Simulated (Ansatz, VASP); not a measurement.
Two plane-wave programs on PtSe2

Contents of INCAR:

```
ALGO = Normal ; EDIFF = 1E-7
ENCUT = 520 ; GGA = PE
ISIF = 2 ; ISMEAR = 0
IVDW = 12 ; LASPH = True
LCHARG = True ; LELF = True
LREAL = False ; LVHAR = True
LWAVE = False ; NBANDS = 18
NELM = 80 ; PREC = Accurate
SIGMA = 0.15
```

KPOINTS

```
k-points
0
Gamma
  12 12 8
```

Contents of POSCAR:

```
PtSe2
1.0
    3.2057776477      0.0000000000      0.0000000000
   -1.6028888239      3.2662175080      0.0000000000
    0.0000000000      0.0000000000      4.8219239451
Pt Se
1 2
Direct
    0.0000000000      0.0000000000      0.0000000000
    0.3333333333      0.6666666667      0.2655211092
    0.6666666667      0.3333333333      0.7344788908
```

Input for Ansatz:

```yaml
crystal:
  lattice:
    - [3.2057776477, 0.0, 0.0]
    - [-1.6028888239, 3.266217508, 0.0]
    - [0.0, 0.0, 4.8219239451]
  atoms:
    - { symbol: Pt, position: [0.0, 0.0, 0.0] }
    - { symbol: Se, position: [0.3333333333, 0.6666666667, 0.2655211092] }
    - { symbol: Se, position: [0.6666666667, 0.3333333333, 0.7344788908] }
basis:
  ecutwfc: 420
kpoints:
  mp_grid: { grid: [12, 12, 8] }
hamiltonian:
  xc: pbe
  pseudopotentials: { kind: paw, azcp: { folder: soft_1 } }
  dispersion: d3bj
scf:
  occupations: { method: gaussian, width: 0.15 }
output:
  forces: true
  stress: true
  eigenvalues: true
  write_density: true
  write_potential: true
  elf: true
  volumetric_format: npy
```

Change from the starting cell: normal strain along x -0.1500, normal strain along y +0.0000.

Alike in both runs: task single point; functional PBE; dispersion D3(BJ); k mesh 12 × 12 × 8; occupations gaussian, width 0.15 eV; no spin polarisation.

|  | VASP | Ansatz |
| --- | --- | --- |
| version | VASP 6.6.1 | Ansatz 0.2.0 |
| potentials or method | VASP PAW PBE potentials, release 64 (Pt, Se), cutoff 520 eV | scalar-relativistic, plane waves, PAW |
| valence electrons in the cell | 22 | 50 |

Ansatz gave:

* gap on the k mesh at the Fermi level (eV): none
* pressure (GPa): 37.2
* traceless stress, the component that is largest in VASP (GPa): 21.76
* rms of the force components (eV/Å): 1.435

Task: Which values does VASP return?

Result: gap on the k mesh at the Fermi level (eV): none; pressure (GPa): 37.5; traceless stress, the component that is largest in VASP (GPa): 21.84; rms of the force components (eV/Å): 1.448.

Atom by atom the forces differ by 0.013 eV/Å (rms over components). A gap of «none» marks a metal or a gap that the smearing closes. Both programs put the cell under a high pressure, so it lies far from rest at this level. VASP's potentials hold 22 valence electrons a cell and Ansatz's 50, so a difference there can come from the potentials and not from the codes.

Neither program's run includes spin-orbit coupling.
